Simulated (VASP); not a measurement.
## Be2Si: single point with r2SCAN+rVV10

Crystal: Be2Si.

```
Si Be
1.0
     0.00000    2.64138    2.64138
     2.64138    0.00000    2.64138
     2.64138    2.64138    0.00000
Si Be
1 2
Direct
  0.00000 0.00000 0.00000
  0.25000 0.25000 0.25000
  0.75000 0.75000 0.75000
```

* Program: VASP 6.6.1
* Task: single point
* Functional: r2SCAN
* Dispersion: rVV10
* Potentials or basis: VASP PAW PBE potentials, release 64 (Si, Be)
* Cutoff: 520 eV
* k mesh: 6 × 6 × 6
* Occupations: fermi-dirac, width 0.02 eV
* Spin: no spin polarisation
* Dipole correction: no
* Further INCAR settings: ALGO = Normal; EDIFF = 1e-06; NBANDS = 11

```yaml
Pressure: -0.1 GPa
Band_gap_on_the_k_mesh: zero (bands 4 and 5 overlap by 0.72 eV)
```

Levels at points of the mesh, in eV from the Fermi level:
```
           k point  band 1  band 2  band 3  band 4  band 5  band 6  band 7  band 8
(0.00, 0.00, 0.00)  -12.62    0.65    0.65    0.65    0.98    0.98    0.98    6.94
(0.50, 0.00, 0.00)  -10.02   -7.65   -1.30   -1.30    1.55    1.55    2.97    7.05
(0.50, 0.50, 0.00)   -9.00   -6.73   -3.97   -3.97   -0.07    0.67    8.58    8.58
```

It took 100 s on 1 thread of AMD EPYC 7R13, on a shared host, peak memory 0.22 GiB.

Caveat: the PAW data sets were made with another functional, which shifts forces and pressure a little.
